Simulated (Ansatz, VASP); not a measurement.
MgSiN in VASP and in Ansatz

```
Mg Si N
1.0
     3.38782    0.00000    0.00000
    -1.69391    2.93394    0.00000
     0.00000    0.00000    3.45959
Mg Si N
1 1 1
Direct
  0.00000 0.00000 0.00000
  0.33333 0.66667 0.00000
  0.66667 0.33333 0.50000
```

Change from the starting cell: species swapped into the ErHSe type (P-6m2, No. 187).

Alike in both runs: task relaxation of cell and atoms; functional PBE; k mesh 6 × 6 × 6; occupations gaussian, width 0.1 eV; no spin polarisation.

|  | VASP | Ansatz |
| --- | --- | --- |
| version | VASP 6.6.1 | Ansatz 0.2.0 |
| potentials or method | VASP PAW PBE potentials, release 64 (Mg_sv, Si, N), cutoff 750 eV | scalar-relativistic, plane waves, PAW |
| valence electrons in the cell | 19 | 19 |

```tsv
	VASP	Ansatz	Ansatz less VASP
gap on the k mesh at the Fermi level, each at its own relaxed structure (eV)	none	none	-
relaxed volume (Å³/atom)	14.46	14.77	+0.308
relaxed cell length with the largest relative difference (Å)	4.272	4.311	+0.0394
```

A gap of «none» marks a metal or a gap that the smearing closes.

Noted on VASP's run: the volume moved by over 15 % at a fixed basis, so the end points are rough.
